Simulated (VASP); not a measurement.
Wanted: the native input for a VASP 6.6.1 run.

* Task: single point
* Functional: LDA
* Potentials or basis: VASP PAW LDA potentials, release 64 (Pd)
* Cutoff: 520 eV
* k mesh: 14 × 14 × 14
* Occupations: fermi-dirac, width 0.1 eV
* Spin: no spin polarisation
* Dipole correction: no
* Further INCAR settings: ALGO = Normal; EDIFF = 1e-06; NBANDS = 11

The structure of Pd lies in POSCAR:

```
Pd
1.0
    2.4335132991      0.0000000000      0.0000000000
    0.0000000000      2.4335132991      0.0000000000
    0.0000000000      0.0000000000      2.4335132991
Pd
1
Direct
    0.0000000000      0.0000000000      0.0000000000
```

This cell differs from its parent crystal: volume scaled by 0.88.

These files were run (other wordings do the same):

INCAR

```
PREC = Accurate
ENCUT = 520
EDIFF = 1E-6
ISMEAR = -1
SIGMA = 0.1
LREAL = False
LASPH = True
NELM = 100
ALGO = Normal
ISIF = 2
LWAVE = False
LCHARG = True
LELF = True
LVHAR = True
NBANDS = 11
```

KPOINTS

```
Automatic mesh
0
Gamma
  14 14 14
```

Potentials or basis: VASP PAW LDA potentials, release 64 (Pd).

Command:

```sh
$ cat potpaw_LDA.64/Pd/POTCAR > POTCAR
$ mpirun -np 1 vasp_std > vasp.out
```

Results of the run:

The pressure is 29.7 GPa and the band gap on the k mesh is zero (band 5 reaches 12.14 eV, above the bottom of band 6 at 9.52 eV).

Wall time 11 s on 1 thread of Intel Xeon 8259CL, with other jobs on the host, peak memory 0.13 GiB.
